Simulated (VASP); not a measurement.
Wanted: the native input for a VASP 6.6.1 run.

- Task: relaxation of cell and atoms
- Functional: PBEsol
- Potentials or basis: VASP PAW PBE potentials, release 64 (Ga_d, N)
- Cutoff: 600 eV
- k mesh: 10 × 10 × 5
- Occupations: fermi-dirac, width 0.05 eV
- Spin: no spin polarisation
- Target pressure: 5 GPa
- Dipole correction: no
- Further INCAR settings: ALGO = Normal; EDIFF = 1e-07; IBRION = 2; EDIFFG = -0.01; NSW = 80; ISIF = 3

The structure of GaN lies in POSCAR:

```
GaN
1.0
    3.1800000000      0.0000000000      0.0000000000
   -1.5900000000      2.7539607840      0.0000000000
    0.0000000000      0.0000000000      5.1660000000
Ga N
2 2
Direct
    0.6666666667      0.3333333333      0.5000000000
    0.3333333333      0.6666666667      0.0000000000
    0.6666666667      0.3333333333      0.8750000000
    0.3333333333      0.6666666667      0.3750000000
```

The input as run:

INCAR

```
SYSTEM = GaN
ALGO = Normal ; EDIFF = 1E-7
EDIFFG = -0.01 ; ENCUT = 600
GGA = PS ; IBRION = 2
ISIF = 3 ; ISMEAR = -1
LASPH = .TRUE. ; LCHARG = .FALSE.
LREAL = .FALSE. ; LWAVE = .FALSE.
NELM = 80 ; NSW = 80
PREC = Accurate ; PSTRESS = 50.0
SIGMA = 0.05
```

KPOINTS

```
k-points
0
G
  10 10 5
  0 0 0
```

Potentials or basis: VASP PAW PBE potentials, release 64 (Ga_d, N).

Run with:

```bash
$ cat potpaw_PBE.64/Ga_d/POTCAR potpaw_PBE.64/N/POTCAR > POTCAR
$ mpirun -np 1 vasp_std > vasp.out
```

Results of the run:

```yaml
Relaxed_volume: 11.07 Å³/atom
Relaxed_cell: a = 3.153 Å, b = 3.153 Å, c = 5.141 Å, α = 90.00°, β = 90.00°, γ = 120.00°
Space_group_after_relaxing_to_0.05_Å: P6_3mc (No. 186)
Energy_change_on_relaxing_the_enthalpy_is_what_falls: +3.8 meV/atom
Ionic_steps: 6
Pressure_after_relaxing: 5.0 GPa
Largest_force_after_relaxing: 0.004 eV/Å
Band_gap_on_the_k_mesh: 2.07 eV, direct
```

Caveat: the cell is relaxed towards a set pressure, so the enthalpy falls and the energy may rise; the PAW data sets were made with another functional, which shifts forces and pressure a little.

Run time: 2.8 min on 1 thread of AMD EPYC 9R45 96-Core Processor (Zen 5), with other jobs on the host, peak memory 0.18 GiB.
